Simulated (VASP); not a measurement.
Input of a VASP 6.6.1 run:

INCAR

```
ALGO     = Fast           # electronic algorithm
EDIFF    = 1E-6           # SCF threshold, eV
ENCUT    = 520            # plane-wave cutoff, eV
GGA      = PS             # functional
ISIF     = 2              # what is computed and relaxed
ISMEAR   = 0              # smearing method
LASPH    = True           # aspherical terms in the spheres
LCHARG   = True           # write CHGCAR
LELF     = True           # ELF
LREAL    = False          # projectors in reciprocal space
LVHAR    = True         
LWAVE    = False          # write WAVECAR
NBANDS   = 24             # bands
NELM     = 80             # most SCF steps
PREC     = Accurate       # precision mode
SIGMA    = 0.1            # smearing width, eV
```

The input KPOINTS:

```
k-points
0
Gamma
  14 12 14
```

Contents of POSCAR:

```
TiSi
1.0
    3.6548035780      0.0000000000      0.0000000000
    0.0000000000      4.2050416912      0.0000000000
    0.0000000000      0.0000000000      3.7551789517
Ti Si
2 2
Direct
    0.0000000000      0.5000000000      0.0000000000
    0.5000000000      0.0000000000      0.0000000000
    0.0000000000      0.0000000000      0.5000000000
    0.5000000000      0.5000000000      0.5000000000
```

Potentials or basis: VASP PAW PBE potentials, release 64 (Ti_sv, Si).

Run with:

```sh
$ cat potpaw_PBE.64/Ti_sv/POTCAR potpaw_PBE.64/Si/POTCAR > POTCAR
$ mpirun -np 1 vasp_std > vasp.out
```

Problem. Predict the band gap on the k mesh.

Solution. Zero (bands 16 and 17 overlap by 1.68 eV).

Problem. Estimate the pressure.

Solution. -2.4 GPa.

Stress tensor (GPa, compression positive):
```
-3.23  0.00  0.00
 0.00 -3.23  0.00
 0.00  0.00 -0.72
```

Caveat: the cell differs from its parent crystal (biaxial strain in the a-b plane: +1.5 %); the PAW data sets were made with another functional, which shifts forces and pressure a little.
